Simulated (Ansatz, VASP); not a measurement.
## One calculation of Be, two programs

```
Be
1.0
     2.32351    0.00000    0.00000
    -1.16175    2.01222    0.00000
     0.00000    0.00000    3.74652
Be
2
Cartesian
  0.0000 1.3415 1.0927
  1.1618 0.6707 2.6538
```

Alike in both runs: task single point; functional PBEsol; k mesh 18 × 18 × 10; occupations gaussian, width 0.1 eV; no spin polarisation.

|  | VASP | Ansatz |
| --- | --- | --- |
| version | VASP 6.6.1 | Ansatz 0.2.0 |
| potentials or method | VASP PAW PBE potentials, release 64 (Be), cutoff 520 eV | scalar-relativistic, plane waves, PAW |
| valence electrons in the cell | 4 | 4 |

|  | VASP | Ansatz | Ansatz less VASP |
| --- | --- | --- | --- |
| gap on the k mesh at the Fermi level (eV) | none | none | - |
| pressure (GPa) | -4.9 | -5.2 | -0.33 |
| traceless stress, the component that is largest in VASP (GPa) | 1.99 | 1.98 | -0.007 |
| rms of the force components (eV/Å) | 1.105 | 1.088 | -0.0166 |

VASP's potentials were made for PBE, not for PBEsol. Atom by atom the forces differ by 0.017 eV/Å (rms over components). A gap of «none» marks a metal or a gap that the smearing closes. With one functional, cell and mesh, what is left measures potentials, basis and numerics.
